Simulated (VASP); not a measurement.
# Al (P6_3/mmc) in VASP: notebook

Runs on Al. Level: r2SCAN. Tasks: single point.

Everything below comes from runs of VASP 6.6.1. Logs are shortened: lines on timing, memory, paths and dates and some standing lists are left out, and cuts for length are marked.

### 1 The cell of the first run

Symmetry: P6_3/mmc, No. 194, hexagonal system. The conventional cell has a = 2.812 Å, b = 2.812 Å, c = 4.867 Å, α = 90.00°, β = 90.00°, γ = 120.00°. Within 3.7 Å of Al (site symmetry -6m2) lie 12 Al at 2.81 to 2.93 Å.

### 2 Single point, r2SCAN

Contents of POSCAR:

```
Al
1.0
    2.8124553515      0.0000000000      0.0000000000
   -1.4062276757      2.4356577814      0.0000000000
    0.0000000000      0.0000000000      4.8668500000
Al
2
Direct
    0.6666666667      0.3333333333      0.7500000000
    0.3333333333      0.6666666667      0.2500000000
```

Contents of INCAR.step1:

```
SYSTEM = Al
ALGO     = Normal         ! electronic algorithm
EDIFF    = 1E-4           ! SCF threshold, eV
ENCUT    = 520            ! plane-wave cutoff, eV
GGA      = PE             ! functional
ISMEAR   = 0              ! smearing method
LASPH    = .True.         ! aspherical terms in the spheres
LCHARG   = .False.        ! write CHGCAR
LREAL    = .False.        ! projectors in reciprocal space
LWAVE    = .True.         ! write WAVECAR
NBANDS   = 10             ! bands
NELM     = 80             ! most SCF steps
PREC     = Accurate       ! precision mode
SIGMA    = 0.15           ! smearing width, eV
```

Contents of INCAR.step2:

```
SYSTEM = Al
ALGO     = Normal         ! electronic algorithm
EDIFF    = 1E-6           ! SCF threshold, eV
ENCUT    = 520            ! plane-wave cutoff, eV
ISIF     = 2              ! what is computed and relaxed
ISMEAR   = 0              ! smearing method
ISTART   = 1            
LASPH    = .True.         ! aspherical terms in the spheres
LCHARG   = .True.         ! write CHGCAR
LELF     = .True.         ! ELF
LMIXTAU  = .True.       
LREAL    = .False.        ! projectors in reciprocal space
LVHAR    = .True.       
LWAVE    = .False.        ! write WAVECAR
METAGGA  = R2SCAN         ! meta-GGA
NBANDS   = 10             ! bands
NELM     = 80             ! most SCF steps
PREC     = Accurate       ! precision mode
SIGMA    = 0.15           ! smearing width, eV
```

Contents of KPOINTS:

```
k-points
0
Gamma
  18 18 10
  0 0 0
```

Potentials or basis: VASP PAW PBE potentials, release 64 (Al).

The run is started by

```bash
$ cat potpaw_PBE.64/Al/POTCAR > POTCAR
$ cp INCAR.step1 INCAR
$ mpirun -np 1 vasp_std > vasp.out
$ cp INCAR.step2 INCAR
$ mpirun -np 1 vasp_std > vasp.out
```

OUTCAR:

```text
SYSTEM = Al
   EDIFF = 1E-6
   ENCUT = 520
   ISIF = 2
   ISMEAR = 0
   ISTART = 1
   LASPH = .True.
   LREAL = .False.
   METAGGA = R2SCAN
   NELM = 80
   PREC = Accurate

 ion  position               nearest neighbor table
   1  0.667  0.333  0.750-   2 2.93   2 2.93   2 2.93   2 2.93   2 2.93   2 2.93
   2  0.333  0.667  0.250-   1 2.93   1 2.93   1 2.93   1 2.93   1 2.93   1 2.93

  LATTYP: Found a hexagonal cell.
 ALAT       =     2.8124553515
 C/A-ratio  =     1.7304630267

  Lattice vectors:

 A1 = (   2.8124553515,   0.0000000000,   0.0000000000)
 A2 = (  -1.4062276757,   2.4356577814,   0.0000000000)
 A3 = (   0.0000000000,   0.0000000000,   4.8668500000)

Analysis of symmetry for initial positions (statically):
=====================================================================
 Subroutine PRICEL returns:
 Original cell was already a primitive cell.

 Routine SETGRP: Setting up the symmetry group for a
 hexagonal supercell.

 Subroutine GETGRP returns: Found 24 space group operations
 (whereof 12 operations were pure point group operations)
 out of a pool of 24 trial point group operations.

The static configuration has the point symmetry D_3d.
 The point group associated with its full space group is D_6h.

Analysis of symmetry for dynamics (positions and initial velocities):
=====================================================================
 Subroutine PRICEL returns:
 Original cell was already a primitive cell.

 Routine SETGRP: Setting up the symmetry group for a
 hexagonal supercell.

 Subroutine GETGRP returns: Found 24 space group operations
 (whereof 12 operations were pure point group operations)
 out of a pool of 24 trial point group operations.

The dynamic configuration has the point symmetry D_3d.
 The point group associated with its full space group is D_6h.

 Subroutine INISYM returns: Found 24 space group operations
 (whereof 12 operations are pure point group operations),
 and found     1 'primitive' translations

----------------------------------------------------------------------------------------

                                     Primitive cell

  volume of cell :      33.3388

  direct lattice vectors                    reciprocal lattice vectors
     2.812455352  0.000000000  0.000000000     0.355561200  0.205283355  0.000000000
    -1.406227676  2.435657781  0.000000000     0.000000000  0.410566709  0.000000000
     0.000000000  0.000000000  4.866850000     0.000000000  0.000000000  0.205471712

  length of vectors
     2.812455352  2.812455351  4.866850000     0.410566709  0.410566709  0.205471712

  position of ions in fractional coordinates (direct lattice)
     0.666666667  0.333333333  0.750000000
     0.333333333  0.666666667  0.250000000

  ion indices of the primitive-cell ions
   primitive index   ion index
                 1           1
                 2           2

----------------------------------------------------------------------------------------

 KPOINTS: k-points

Automatic generation of k-mesh.
 Grid dimensions read from file:
 generate k-points for:   18   18   10

 Generating k-lattice:

  Cartesian coordinates                     Fractional coordinates (reciprocal lattice)
     0.019753400  0.011404631  0.000000000     0.055555556  0.000000000  0.000000000
     0.000000000  0.022809262  0.000000000     0.000000000  0.055555556  0.000000000
     0.000000000  0.000000000  0.020547171     0.000000000  0.000000000  0.100000000

  Length of vectors
     0.022809262  0.022809262  0.020547171

  Shift w.r.t. Gamma in fractional coordinates (k-lattice)
     0.000000000  0.000000000  0.000000000

 Subroutine IBZKPT returns following result:
 ===========================================

 Found    222 irreducible k-points:

 Following reciprocal coordinates:
            Coordinates               Weight
  0.000000  0.000000  0.000000      1.000000
  0.055556  0.000000  0.000000      6.000000
  0.111111  0.000000  0.000000      6.000000
  0.166667  0.000000  0.000000      6.000000
  0.222222  0.000000  0.000000      6.000000
  0.277778  0.000000  0.000000      6.000000
[... 16 lines left out ...]
  0.333333  0.111111  0.000000     12.000000
  0.388889  0.111111  0.000000     12.000000
 [... further k-points ...]
   k-points           NKPTS =    222   k-points in BZ     NKDIM =    222   number of bands    NBANDS=     10
   number of dos      NEDOS =    301   number of ions     NIONS =      2
   total plane-waves  NPLWV =  20736
   dimension x,y,z NGX =    24 NGY =   24 NGZ =   36
   dimension x,y,z NGXF=    48 NGYF=   48 NGZF=   72
   ions per type =               2
   NGX,Y,Z   is equivalent  to a cutoff of  14.19, 14.19, 12.30 a.u.
   NGXF,Y,Z  is equivalent  to a cutoff of  28.37, 28.37, 24.59 a.u.
 SYSTEM =  Al
   PREC   = accura    normal or accurate (medium, high low for compatibility)
   ISTART =      1    job   : 0-new  1-cont  2-samecut
   ICHARG =      0    charge: 1-file 2-atom 10-const
   ISPIN  =      1    spin polarized calculation?
   LNONCOLLINEAR =      F non collinear calculations
   LSORBIT =      F    spin-orbit coupling
   LASPH  =      T    aspherical Exc in radial PAW
   ENCUT  =  520.0 eV  38.22 Ry    6.18 a.u.   5.23  5.23  9.05*2*pi/ulx,y,z
   NELM   =     80;   NELMIN=  2; NELMDL=  0     # of ELM steps
   EDIFF  = 0.1E-05   stopping-criterion for ELM
   LREAL  =      F    real-space projection
   EDIFFG = 0.1E-04   stopping-criterion for IOM
   NSW    =      0    number of steps for IOM
   IBRION =     -1    ionic relax: 0-MD 1-quasi-New 2-CG
   NFREE  =      0    steps in history (QN), initial steepest desc. (CG)
   ISIF   =      2    stress and relaxation
   ISYM   =      2    0-nonsym 1-usesym 2-fastsym
   POTIM  = 0.5000    time-step for ionic-motion
   TEBEG  =    0.0;   TEEND  =   0.0 temperature during run
   PSTRESS=    0.0 pullay stress
   NELECT =       6.0000    total number of electrons
   NUPDOWN=      -1.0000    fix difference up-down
   EMIN   =  10.00;   EMAX   =-10.00  energy-range for DOS
   EFERMI =   0.00;   METHOD = LEGACY
   ISMEAR =     0;   SIGMA  =   0.15  broadening in eV -4-tet -1-fermi 0-gaus
   EFERMI_NEDOS =   21; number of points for ismear=-14 and -15
   IALGO  =     38    algorithm
   IMIX   =      4    mixing-type and parameters
     AMIX     =   0.40;   BMIX     =  1.00
     AMIX_MAG =   1.60;   BMIX_MAG =  1.00
  volume/ion in A,a.u.               =      16.67       112.49
  Fermi-wavevector in a.u.,A,eV,Ry     =   0.924291  1.746656 11.623640  0.854313
  Thomas-Fermi vector in A             =   2.050021
   LORBIT       =      0    0 simple, 1 ext, 2 COOP (PROOUT), +10 PAW based schemes
   METAGGA = R2SCAN    functional components
   LHFCALC =     F    Hartree Fock is set to
   AEXX    =    0.0000 exact exchange contribution
   IVDW    =     0    specifies the selected vdW correction
   LEPSILON=     F    determine dielectric tensor
   LRPA    =     F    only Hartree local field effects (RPA)
 non-spin polarized calculation
 Gauss-broadening in eV      SIGMA  =   0.15
  energy-cutoff  :      520.00
  volume of cell :       33.34
 maximum number of plane-waves:       920
 NGX is ok and might be reduce to    24
   NGX = 11   NGY = 11   NGZ = 19

 number of electron       6.0000000 magnetization

 Free energy of the ion-electron system (eV)
  ---------------------------------------------------
  ext. energy  EPLUGINS =         0.00000000
  ---------------------------------------------------
  free energy    TOTEN  =       -13.37747210 eV

  energy without entropy =      -13.36927977  energy(sigma->0) =      -13.37337593

 E-fermi :   7.9050     XC(G=0): -10.8758

 val. band max:        7.8931928836   @ k =   0.3889  -0.0000   0.1000
 cond. band min:       7.9388491903   @ k =   0.2778   0.2222   0.1000
 fundamental gap:      0.0456563067
 Fermi energy:         7.9049547191

 k-point     1 :       0.0000    0.0000    0.0000
  band No.  band energies     occupation
      1      -3.8672      2.00000
      2       2.6388      2.00000
      3       2.6576      2.00000
      4      19.6930      0.00000
      5      20.1571      0.00000
      6      20.1571      0.00000
      7      20.2679      0.00000
      8      20.2679      0.00000
      9      21.2542      0.00000
     10      23.6564      0.00000

 k-point     2 :       0.0556    0.0000    0.0000
  band No.  band energies     occupation
      1      -3.7853      2.00000
      2       2.7159      2.00000
      3       2.7369      2.00000
      4      18.2252      0.00000
      5      19.0381      0.00000
      6      19.6380      0.00000
      7      20.8475      0.00000
      8      21.3050      0.00000
      9      21.5026      0.00000
     10      23.6796      0.00000

 k-point     3 :       0.1111    0.0000    0.0000
  band No.  band energies     occupation
      1      -3.5398      2.00000
      2       2.9471      2.00000
      3       2.9741      2.00000
      4      15.9930      0.00000
      5      18.0000      0.00000
      6      19.0515      0.00000
      7      20.4901      0.00000
      8      21.3602      0.00000
      9      22.3266      0.00000
     10      22.4314      0.00000

 k-point     4 :       0.1667    0.0000    0.0000
  band No.  band energies     occupation
      1      -3.1316      2.00000
      2       3.3325      2.00000
      3       3.3662      2.00000
      4      13.7610      0.00000
      5      17.0996      0.00000
      6      18.0589      0.00000
      7      19.5361      0.00000
      8      19.8480      0.00000
      9      21.9010      0.00000
     10      21.9241      0.00000

 k-point     5 :       0.2222    0.0000    0.0000
  band No.  band energies     occupation
      1      -2.5620      2.00000
      2       3.8719      2.00000
      3       3.9066      2.00000
      4      11.6220      0.00000
      5      16.3381      0.00000
      6      16.6945      0.00000
      7      17.7285      0.00000
      8      18.5013      0.00000
      9      21.6194      0.00000
     10      21.8576      0.00000

 k-point     6 :       0.2778    0.0000    0.0000
  band No.  band energies     occupation
      1      -1.8332      2.00000
      2       4.5653      2.00000
      3       4.5796      2.00000
      4       9.6168      0.00000
      5      15.1111      0.00000
      6      15.6938      0.00000
      7      15.7157      0.00000
      8      17.7004      0.00000
      9      21.0884      0.00000
     10      21.7153      0.00000
[... 183 lines left out ...]
 k-point    21 :       0.2222    0.1111    0.0000
  band No.  band energies     occupation
      1      -1.5911      2.00000
      2       4.7964      2.00000
      3       4.8031      2.00000
      4       9.8262      0.00000
      5      12.4322      0.00000
      6      15.8661      0.00000
      7      15.9350      0.00000
      8      18.4727      0.00000
      9      18.8695      0.00000
     10      20.5769      0.00000

 k-point    22 :       0.2778    0.1111    0.0000
  band No.  band energies     occupation
      1      -0.7073      2.00000
      2       5.5324      2.00000
      3       5.6427      2.00000
      4       8.0363      0.21544
      5      11.8047      0.00000
      6      13.9934      0.00000
      7      14.3327      0.00000
      8      18.0422      0.00000
      9      18.2883      0.00000
     10      20.1933      0.00000

 k-point    23 :       0.3333    0.1111    0.0000
  band No.  band energies     occupation
      1       0.3294      2.00000
      2       5.6038      2.00000
      3       6.6392      2.00000
      4       7.1681      2.00000
      5      11.1561      0.00000
      6      12.2476      0.00000
      7      13.0106      0.00000
      8      17.7264      0.00000
      9      17.8825      0.00000
     10      19.8891      0.00000

 k-point    24 :       0.3889    0.1111    0.0000
  band No.  band energies     occupation
      1       1.5138      2.00000
      2       4.2704      2.00000
      3       7.7726      1.78775
      4       7.9510      0.66425
      5      10.2616      0.00000
      6      10.6602      0.00000
      7      12.2287      0.00000
      8      17.5340      0.00000
      9      17.6411      0.00000
     10      19.6980      0.00000

 [... further k-points ...]

------------------------ aborting loop because EDIFF is reached ----------------------------------------

  FORCE on cell =-STRESS in cart. coord.  units (eV):
  Direction    XX          YY          ZZ          XY          YZ          ZX
  --------------------------------------------------------------------------------------
  -------------------------------------------------------------------------------------
  Total       -0.5001511     -0.5001511     -1.0325894     -0.0000000     -0.0000000      0.0000000
  in kB      -24.0359853    -24.0359853    -49.6236149     -0.0000000     -0.0000000      0.0000000
  external PRESSURE =     -32.5651952 kB  Pullay stress =       0.0000000 kB

 VOLUME and BASIS-vectors are now :
 -----------------------------------------------------------------------------
  energy-cutoff  :      520.00
  volume of cell :       33.34
      direct lattice vectors                 reciprocal lattice vectors
     2.812455352  0.000000000  0.000000000     0.355561200  0.205283355  0.000000000
    -1.406227676  2.435657781  0.000000000     0.000000000  0.410566709  0.000000000
     0.000000000  0.000000000  4.866850000     0.000000000  0.000000000  0.205471712

 POSITION                                       TOTAL-FORCE (eV/Angst)
 -----------------------------------------------------------------------------------
      1.40623      0.81189      3.65014         0.000000     -0.000000      0.000000
     -0.00000      1.62377      1.21671        -0.000000      0.000000      0.000000
 -----------------------------------------------------------------------------------
    total drift:                                0.000000     -0.000000     -0.000000

  FREE ENERGIE OF THE ION-ELECTRON SYSTEM (eV)
  ---------------------------------------------------
  free  energy   TOTEN  =       -13.3774721011 eV

  energy  without entropy=      -13.3692797657  energy(sigma->0) =      -13.37337593
```

Wall time 65 s (1 thread of Intel Xeon 6975P-C (Granite Rapids), shared host); peak memory 0.19 GiB.

What came out:

| Property | Result |
| --- | --- |
| Free energy | -13.3775 eV |
| Pressure | -3.3 GPa |
| Band gap on the k mesh | zero (band 3 reaches 11.81 eV, above the bottom of band 4 at 4.71 eV) |

Levels at points of the mesh, in eV from the Fermi level:
```tsv
k point	band 1	band 2	band 3	band 4	band 5	band 6	band 7
(0.00, 0.00, 0.00)	-11.77	-5.27	-5.25	11.79	12.25	12.25	12.36
(0.50, 0.00, 0.00)	-5.32	-5.29	0.62	0.73	1.40	1.57	6.71
(0.00, 0.00, 0.50)	-10.12	-10.12	2.55	2.55	13.22	13.22	13.22
(0.50, 0.00, 0.50)	-4.12	-4.12	-3.20	-3.20	7.79	7.79	8.12
```

Caveat: the PAW data sets were made with another functional, which shifts forces and pressure a little.

### 3 Single point, r2SCAN

POSCAR is that of step 2.

Contents of INCAR.step1:

```
ALGO = Normal ; EDIFF = 1E-4
ENCUT = 520 ; GGA = PE
ISMEAR = 0 ; LASPH = T
LCHARG = F ; LREAL = F
LWAVE = T ; NBANDS = 10
NELM = 100 ; PREC = Accurate
SIGMA = 0.15
```

Contents of INCAR.step2:

```
ALGO = Normal ; EDIFF = 1E-7
ENCUT = 520 ; ISIF = 2
ISMEAR = 0 ; ISTART = 1
LASPH = T ; LCHARG = T
LELF = T ; LMIXTAU = T
LREAL = F ; LVHAR = T
LWAVE = F ; METAGGA = R2SCAN
NBANDS = 10 ; NELM = 100
PREC = Accurate ; SIGMA = 0.15
```

Contents of KPOINTS:

```
k-points
0
Gamma
  24 24 12
```

Potentials or basis: VASP PAW PBE potentials, release 64 (Al).

The run is started by

```bash
$ cat potpaw_PBE.64/Al/POTCAR > POTCAR
$ cp INCAR.step1 INCAR
$ mpirun -np 1 vasp_std > vasp.out
$ cp INCAR.step2 INCAR
$ mpirun -np 1 vasp_std > vasp.out
```

It took 4.2 min on 1 thread of Intel Xeon Platinum 8375C at 2.90GHz (Ice Lake), shared host; peak memory 0.24 GiB.

Results (log left out):

```yaml
Free_energy: -13.3766 eV
Pressure: -3.2 GPa
Band_gap_on_the_k_mesh: zero (band 3 reaches 11.81 eV, above the bottom of band 4 at 4.71 eV)
```

Stress tensor (GPa, compression positive):
```
-2.04  0.00  0.00
 0.00 -2.04  0.00
 0.00  0.00 -5.49
```

Levels at points of the mesh, in eV from the Fermi level:
```csv
k point,band 1,band 2,band 3,band 4,band 5,band 6,band 7
"(0.00, 0.00, 0.00)",-11.77,-5.26,-5.24,11.80,12.26,12.26,12.37
"(0.50, 0.00, 0.00)",-5.31,-5.28,0.62,0.74,1.40,1.57,6.71
"(0.00, 0.00, 0.50)",-10.11,-10.11,2.55,2.55,13.22,13.22,13.22
"(0.50, 0.00, 0.50)",-4.12,-4.12,-3.19,-3.19,7.80,7.80,8.13
```

Caveat: the PAW data sets were made with another functional, which shifts forces and pressure a little.
